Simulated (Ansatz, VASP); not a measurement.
This is a calculation of CdSe for Ansatz 0.2.0.

The input input.yaml:

```yaml
crystal:
  lattice:
    - [0.0, 3.0287759606, 3.0287759606]
    - [3.0287759606, 0.0, 3.0287759606]
    - [3.0287759606, 3.0287759606, 0.0]
  atoms:
    - { symbol: Cd, position: [0.0, 0.0, 0.0] }
    - { symbol: Se, position: [0.25, 0.25, 0.25] }
hamiltonian:
  xc: r2scan50
  pseudopotentials: { kind: paw }
kpoints:
  mp_grid: { grid: [4, 4, 4] }
scf:
  occupations: { method: fermi_dirac, width: 0.05 }
output:
  forces: true
  stress: true
  eigenvalues: true
```

Potentials or basis: Ansatz PAW.

Run with:

```console
$ ansatz run input.yaml --threads 2 --pin off --max-ram 5632MiB --backend cpu --events-out ev --progress --plain --runs-dir out
```

Task: Set up the same calculation for VASP 6.6.1. Potentials there: VASP PAW PBE potentials, release 64 (Cd, Se).

Result: As run (the cutoff follows the program's own potentials):

The input POSCAR:

```
CdSe
1.0
    0.0000000000      3.0287759606      3.0287759606
    3.0287759606      0.0000000000      3.0287759606
    3.0287759606      3.0287759606      0.0000000000
Cd Se
1 1
Direct
    0.0000000000      0.0000000000      0.0000000000
    0.2500000000      0.2500000000      0.2500000000
```

File INCAR.step1:

```
  ALGO = Normal
  EDIFF = 1E-5
  ENCUT = 520
  GGA = PE
  ISIF = 2
  ISMEAR = -1
  LASPH = True
  LCHARG = False
  LREAL = False
  LWAVE = True
  NBANDS = 16
  NELM = 80
  PREC = Accurate
  SIGMA = 0.05
```

The input INCAR.step2:

```
  AEXX = 0.5
  ALGO = Normal
  EDIFF = 1E-7
  ENCUT = 520
  ISIF = 2
  ISMEAR = -1
  ISTART = 1
  LASPH = True
  LCHARG = False
  LHFCALC = True
  LMIXTAU = True
  LREAL = False
  LWAVE = False
  METAGGA = R2SCAN
  NBANDS = 16
  NELM = 80
  PREC = Accurate
  PRECFOCK = Normal
  SIGMA = 0.05
```

The input KPOINTS:

```
k-points
0
Gamma
  4 4 4
```

Potentials or basis: VASP PAW PBE potentials, release 64 (Cd, Se).

Command:

```sh
$ cat potpaw_PBE.64/Cd/POTCAR potpaw_PBE.64/Se/POTCAR > POTCAR
$ cp INCAR.step1 INCAR
$ mpirun -np 1 vasp_std > vasp.out
$ cp INCAR.step2 INCAR
$ mpirun -np 1 vasp_std > vasp.out
```

Both were run:

|  | VASP | Ansatz | Ansatz less VASP |
| --- | --- | --- | --- |
| gap on the k mesh at the Fermi level (eV) | 4.10 | 4.02 | -0.081 |
| least direct gap on the mesh (eV) | 4.10 | 4.02 | -0.081 |
| pressure (GPa) | 1.0 | 1.1 | +0.10 |

VASP's potentials were made for PBE, not for r2SCAN50. The functional is the same, so the differences come from potentials, cutoffs and numerics. VASP's potentials hold 18 valence electrons a cell and Ansatz's 36, so a difference there can come from the potentials and not from the codes.

The k mesh is coarse, so the values compare programs but aren't converged.
